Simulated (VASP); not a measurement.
# Re (I4/mmm) in VASP: notebook, part 2 of 2

VASP 6.6.1.

## (3) Single point, PBE (zz strain of +1 %)

File INCAR:

```
ALGO = Normal ; EDIFF = 1E-7
ENCUT = 520 ; GGA = PE
ISIF = 2 ; ISMEAR = -1
LASPH = T ; LCHARG = F
LREAL = F ; LWAVE = F
NBANDS = 10 ; NELM = 80
PREC = Accurate ; SIGMA = 0.03
```

File KPOINTS:

```
k-points
0
Gamma
  14 14 14
```

File POSCAR:

```
Re
1.0
    0.0000000000      1.9750000000      1.9947500000
    1.9750000000      0.0000000000      1.9947500000
    1.9750000000      1.9750000000      0.0000000000
Re
1
Direct
    0.0000000000      0.0000000000      0.0000000000
```

Potentials or basis: VASP PAW PBE potentials, release 64 (Re).

Command:

```console
cat potpaw_PBE.64/Re/POTCAR > POTCAR
mpirun -np 1 vasp_std > vasp.out
```

OUTCAR:

```text
EDIFF = 1E-7
   ENCUT = 520
   GGA = PE
   ISIF = 2
   ISMEAR = -1
   LASPH = T
   LREAL = F
   NELM = 80
   PREC = Accurate

 ion  position               nearest neighbor table
   1  0.000  0.000  0.000-

  LATTYP: Found a body centered tetragonal cell.
 ALAT       =     2.7930717857
 C/A-ratio  =     1.4283556980

  Lattice vectors:

 A1 = (  -1.9750000000,   0.0000000000,   1.9947500000)
 A2 = (   1.9750000000,   0.0000000000,   1.9947500000)
 A3 = (   0.0000000000,   1.9750000000,  -1.9947500000)

Analysis of symmetry for initial positions (statically):
=====================================================================
 Subroutine PRICEL returns:
 Original cell was already a primitive cell.

 Routine SETGRP: Setting up the symmetry group for a
 body centered tetragonal supercell.

 Subroutine GETGRP returns: Found 16 space group operations
 (whereof 16 operations were pure point group operations)
 out of a pool of 16 trial point group operations.

The static configuration has the point symmetry D_4h.

Analysis of symmetry for dynamics (positions and initial velocities):
=====================================================================
 Subroutine PRICEL returns:
 Original cell was already a primitive cell.

 Routine SETGRP: Setting up the symmetry group for a
 body centered tetragonal supercell.

 Subroutine GETGRP returns: Found 16 space group operations
 (whereof 16 operations were pure point group operations)
 out of a pool of 16 trial point group operations.

The dynamic configuration has the point symmetry D_4h.

 Subroutine INISYM returns: Found 16 space group operations
 (whereof 16 operations are pure point group operations),
 and found     1 'primitive' translations

----------------------------------------------------------------------------------------

                                     Primitive cell

  volume of cell :      15.5615

[... 105 lines left out ...]
     AMIX     =   0.40;   BMIX     =  1.00
     AMIX_MAG =   1.60;   BMIX_MAG =  1.00
  volume/ion in A,a.u.               =      15.56       105.01
  Fermi-wavevector in a.u.,A,eV,Ry     =   1.254363  2.370403 21.407773  1.573427
  Thomas-Fermi vector in A             =   2.388172
   LORBIT       =      0    0 simple, 1 ext, 2 COOP (PROOUT), +10 PAW based schemes
   GGA     = PE    functional components
   LHFCALC =     F    Hartree Fock is set to
   AEXX    =    0.0000 exact exchange contribution
   IVDW    =     0    specifies the selected vdW correction
   LEPSILON=     F    determine dielectric tensor
   LRPA    =     F    only Hartree local field effects (RPA)
 non-spin polarized calculation
  energy-cutoff  :      520.00
  volume of cell :       15.56
 maximum number of plane-waves:       444
 NGX is ok and might be reduce to    24
   NGX = 11   NGY = 11   NGZ = 11

 number of electron       7.0000000 magnetization

 Free energy of the ion-electron system (eV)
  ---------------------------------------------------
  ext. energy  EPLUGINS =         0.00000000
  ---------------------------------------------------
  free energy    TOTEN  =       -12.33297264 eV

  energy without entropy =      -12.32885324  energy(sigma->0) =      -12.33091294

 E-fermi :   7.4521     XC(G=0): -13.4229

 val. band max:        7.4475349763   @ k =  -0.2143   0.2857   0.0714
 cond. band min:       7.4652795151   @ k =  -0.1429  -0.0000   0.1429
 fundamental gap:      0.0177445387
 Fermi energy:         7.4520722298

 k-point     1 :       0.0000    0.0000    0.0000
  band No.  band energies     occupation
      1      -2.2691      2.00000
      2       5.6088      2.00000
      3       5.7481      2.00000
      4       5.7481      2.00000
      5       8.5361      0.00000
      6       8.7186      0.00000
      7      21.3268      0.00000
      8      26.4560      0.00000
      9      26.7740      0.00000
     10      26.7740      0.00000
[... 287 lines left out ...]
 k-point    24 :       0.2857    0.1429    0.0000
  band No.  band energies     occupation
      1       0.4323      2.00000
      2       4.1107      2.00000
      3       5.9133      2.00000
      4       6.9153      2.00000
      5       8.2216      0.00000
      6       9.6853      0.00000
      7      22.5179      0.00000
      8      25.4483      0.00000
      9      27.5854      0.00000
     10      28.1478      0.00000

 [... further k-points ...]
[... 5 lines left out ...]
  --------------------------------------------------------------------------------------
  -------------------------------------------------------------------------------------
  Total       -1.2006254     -1.2006254     -1.3858260      0.0000000      0.0000000      0.0000000
  in kB     -123.6133689   -123.6133689   -142.6811525      0.0000000      0.0000000      0.0000000
  external PRESSURE =    -129.9692968 kB  Pullay stress =       0.0000000 kB

 VOLUME and BASIS-vectors are now :
 -----------------------------------------------------------------------------
  energy-cutoff  :      520.00
  volume of cell :       15.56
      direct lattice vectors                 reciprocal lattice vectors
     0.000000000  1.975000000  1.994750000    -0.253164557  0.253164557  0.250657977
     1.975000000  0.000000000  1.994750000     0.253164557 -0.253164557  0.250657977
     1.975000000  1.975000000  0.000000000     0.253164557  0.253164557 -0.250657977

 POSITION                                       TOTAL-FORCE (eV/Angst)
 -----------------------------------------------------------------------------------
      0.00000      0.00000      0.00000        -0.000000      0.000000      0.000000
 -----------------------------------------------------------------------------------
    total drift:                               -0.000000      0.000000      0.000000

  FREE ENERGIE OF THE ION-ELECTRON SYSTEM (eV)
  ---------------------------------------------------
  free  energy   TOTEN  =       -12.3329726402 eV

  energy  without entropy=      -12.3288532403  energy(sigma->0) =      -12.33091294
```

OSZICAR:

```text
N       E                     dE             d eps       ncg     rms          rms(c)
DAV:   1     0.541614650198E+01    0.54161E+01   -0.33729E+03  7678   0.756E+02
DAV:   2    -0.126588585643E+02   -0.18075E+02   -0.16738E+02  7514   0.162E+02
DAV:   3    -0.130787891839E+02   -0.41993E+00   -0.40648E+00  8094   0.402E+01
DAV:   4    -0.130814474531E+02   -0.26583E-02   -0.26483E-02  8046   0.158E+00
DAV:   5    -0.130814522055E+02   -0.47524E-05   -0.47512E-05  7116   0.320E-02    0.271E+01
DAV:   6    -0.125196745971E+02    0.56178E+00   -0.50833E-01  7712   0.191E+01    0.102E+01
DAV:   7    -0.123393304372E+02    0.18034E+00   -0.35080E-01  7762   0.151E+01    0.974E-01
DAV:   8    -0.123334059551E+02    0.59245E-02   -0.33232E-03  7392   0.524E-01    0.198E-01
DAV:   9    -0.123329625307E+02    0.44342E-03   -0.42871E-04  7638   0.231E-01    0.189E-02
DAV:  10    -0.123329727150E+02   -0.10184E-04   -0.13182E-05  6858   0.231E-02    0.328E-03
DAV:  11    -0.123329730353E+02   -0.32025E-06   -0.22309E-07  5824   0.102E-02    0.160E-03
DAV:  12    -0.123329726038E+02    0.43147E-06   -0.66272E-08  4130   0.520E-03    0.274E-04
DAV:  13    -0.123329726402E+02   -0.36415E-07   -0.38413E-09  3210   0.573E-04
   1 F= -.12332973E+02 E0= -.12330913E+02  d E =-.411940E-02
```

Wall time 42 s (1 thread of AMD EPYC 7R43 (Zen 3), shared host); peak memory 0.14 GiB.

Results:

```
Free energy : -12.3330 eV
Pressure    : -13.0 GPa
```

Levels at points of the mesh, in eV from the Fermi level:
```
           k point  band 1  band 2  band 3  band 4  band 5  band 6  band 7  band 8
(0.00, 0.00, 0.00)   -9.72   -1.84   -1.70   -1.70    1.08    1.27   13.87   19.00
(0.50, 0.00, 0.00)   -6.46   -2.01   -1.86    0.15    3.47    3.55    9.19   13.36
(0.50, 0.50, 0.00)   -6.34   -5.49    2.46    3.47    4.19    4.19   11.90   11.96
(0.50, 0.00, 0.50)   -6.33   -5.51    2.66    3.46    4.13    4.27   11.73   11.86
```

Caveat: the cell differs from its parent crystal (zz strain of +1 %); spin-orbit coupling is left out, which moves the levels of the heavy elements.

## (4) Single point, PBE (zz strain of +3 %)

File INCAR:

```
ALGO = Normal
EDIFF = 1E-7
ENCUT = 520
GGA = PE
ISIF = 2
ISMEAR = -1
LASPH = T
LCHARG = T
LELF = T
LREAL = F
LVHAR = T
LWAVE = F
NBANDS = 10
NELM = 80
PREC = Accurate
SIGMA = 0.03
```

KPOINTS is that of step 3.

File POSCAR:

```
Re
1.0
    0.0000000000      1.9750000000      2.0342500000
    1.9750000000      0.0000000000      2.0342500000
    1.9750000000      1.9750000000      0.0000000000
Re
1
Direct
    0.0000000000      0.0000000000      0.0000000000
```

Potentials or basis: VASP PAW PBE potentials, release 64 (Re).

Command:

```console
cat potpaw_PBE.64/Re/POTCAR > POTCAR
mpirun -np 1 vasp_std > vasp.out
```

OUTCAR:

```text
EDIFF = 1E-7
   ENCUT = 520
   GGA = PE
   ISIF = 2
   ISMEAR = -1
   LASPH = T
   LREAL = F
   NELM = 80
   PREC = Accurate

 ion  position               nearest neighbor table
   1  0.000  0.000  0.000-

  LATTYP: Found a body centered tetragonal cell.
 ALAT       =     2.7930717857
 C/A-ratio  =     1.4566399692

  Lattice vectors:

 A1 = (  -1.9750000000,   0.0000000000,   2.0342500000)
 A2 = (   1.9750000000,   0.0000000000,   2.0342500000)
 A3 = (   0.0000000000,   1.9750000000,  -2.0342500000)

[... 481 lines left out ...]
      2       3.9239      2.00000
      3       5.6121      2.00000
      4       6.8195      2.00000
      5       7.9798      0.00000
      6       9.4436      0.00000
      7      22.2079      0.00000
      8      24.9397      0.00000
      9      27.1340      0.00000
     10      27.5466      0.00000

 [... further k-points ...]
[... 5 lines left out ...]
  --------------------------------------------------------------------------------------
  -------------------------------------------------------------------------------------
  Total       -1.6379002     -1.6379002     -2.2813417      0.0000000      0.0000000      0.0000000
  in kB     -165.3596306   -165.3596306   -230.3203947      0.0000000      0.0000000      0.0000000
  external PRESSURE =    -187.0132186 kB  Pullay stress =       0.0000000 kB

 VOLUME and BASIS-vectors are now :
 -----------------------------------------------------------------------------
  energy-cutoff  :      520.00
  volume of cell :       15.87
      direct lattice vectors                 reciprocal lattice vectors
     0.000000000  1.975000000  2.034250000    -0.253164557  0.253164557  0.245790832
     1.975000000  0.000000000  2.034250000     0.253164557 -0.253164557  0.245790832
     1.975000000  1.975000000  0.000000000     0.253164557  0.253164557 -0.245790832

 POSITION                                       TOTAL-FORCE (eV/Angst)
 -----------------------------------------------------------------------------------
      0.00000      0.00000      0.00000         0.000000      0.000000      0.000000
 -----------------------------------------------------------------------------------
    total drift:                               -0.000000      0.000000     -0.000000

  FREE ENERGIE OF THE ION-ELECTRON SYSTEM (eV)
  ---------------------------------------------------
  free  energy   TOTEN  =       -12.2973012583 eV

  energy  without entropy=      -12.2934759530  energy(sigma->0) =      -12.29538861
```

OSZICAR:

```text
N       E                     dE             d eps       ncg     rms          rms(c)
DAV:   1     0.529114335222E+01    0.52911E+01   -0.33968E+03  7712   0.763E+02
DAV:   2    -0.126585124477E+02   -0.17950E+02   -0.16497E+02  7470   0.159E+02
DAV:   3    -0.130622433370E+02   -0.40373E+00   -0.39492E+00  7972   0.412E+01
DAV:   4    -0.130643981549E+02   -0.21548E-02   -0.21535E-02  8062   0.132E+00
DAV:   5    -0.130644003750E+02   -0.22201E-05   -0.22201E-05  7082   0.278E-02    0.260E+01
DAV:   6    -0.124836990888E+02    0.58070E+00   -0.54788E-01  7696   0.198E+01    0.953E+00
DAV:   7    -0.123037044665E+02    0.17999E+00   -0.36241E-01  7762   0.153E+01    0.106E+00
DAV:   8    -0.122977966731E+02    0.59078E-02   -0.34047E-03  7416   0.537E-01    0.225E-01
DAV:   9    -0.122972911074E+02    0.50557E-03   -0.53305E-04  7706   0.281E-01    0.186E-02
DAV:  10    -0.122973012660E+02   -0.10159E-04   -0.12134E-05  7012   0.228E-02    0.330E-03
DAV:  11    -0.122973016701E+02   -0.40402E-06   -0.22110E-07  5846   0.109E-02    0.137E-03
DAV:  12    -0.122973012804E+02    0.38969E-06   -0.44301E-08  3596   0.439E-03    0.505E-04
DAV:  13    -0.122973012583E+02    0.22027E-07   -0.44995E-09  3224   0.683E-04
   1 F= -.12297301E+02 E0= -.12295389E+02  d E =-.382531E-02
```

Run time: 48 s. Hardware: 1 thread of AMD EPYC 7R43 (Zen 3), shared host; peak memory 0.14 GiB.

Results:

| Item | Value |
| --- | --- |
| Free energy | -12.2973 eV |
| Pressure | -18.7 GPa |

Stress tensor (GPa, compression positive):
```
-16.54   0.00   0.00
  0.00 -16.54   0.00
  0.00   0.00 -23.03
```

Caveat: the cell differs from its parent crystal (zz strain of +3 %); spin-orbit coupling is left out, which moves the levels of the heavy elements.

## (5) Overview

```csv
cell,gap on the mesh (eV),pressure (GPa)
"a = 2.765, b = 2.765, c = 2.793 Å, angles 59.7, 59.7, 60.7°, 1 atom",none,-3.0
"a = 2.807, b = 2.807, c = 2.793 Å, angles 60.2, 60.2, 59.7°, 1 atom",none,-13.0
"a = 2.835, b = 2.835, c = 2.793 Å, angles 60.5, 60.5, 59.0°, 1 atom",none,-18.7
```

Alike in all rows: task single point; level PBE; potentials or basis VASP PAW PBE potentials, release 64 (Re); no spin polarisation; k mesh 14 × 14 × 14; cutoff (eV) 520; smearing fermi-dirac 0.03 eV.

Caveats: spin-orbit coupling is left out, which moves the levels of the heavy elements.

Total energies depend on the potentials used, so only differences within one code and one set of settings carry meaning.
